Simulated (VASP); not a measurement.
A run of VASP 6.6.1:

The input INCAR:

```
PREC = Accurate
ENCUT = 600
EDIFF = 1E-7
ISMEAR = 1
SIGMA = 0.1
LREAL = F
LASPH = T
NELM = 60
ALGO = Normal
ISIF = 3
LWAVE = F
LCHARG = F
GGA = CA
IBRION = 2
NSW = 80
EDIFFG = -0.01
```

KPOINTS

```
regular mesh
0
Gamma
  11 11 11
```

Contents of POSCAR:

```
Pt
1.0
    0.0000000000      1.9609000000      1.9609000000
    1.9609000000      0.0000000000      1.9609000000
    1.9609000000      1.9609000000      0.0000000000
Pt
1
Direct
    0.0000000000      0.0000000000      0.0000000000
```

Potentials or basis: VASP PAW LDA potentials, release 64 (Pt).

Run with:

```sh
$ cat potpaw_LDA.64/Pt/POTCAR > POTCAR
$ mpirun -np 1 vasp_std > vasp.out
```

Hardware: 1 thread of Intel Xeon 8259CL, with other jobs on the host.

Problem. Estimate the wall time of this run.

Solution. Wall time 26 s on 1 thread of Intel Xeon 8259CL, with other jobs on the host, peak memory 0.16 GiB. Counts: scf iterations 31, k points 56, ion steps 4.
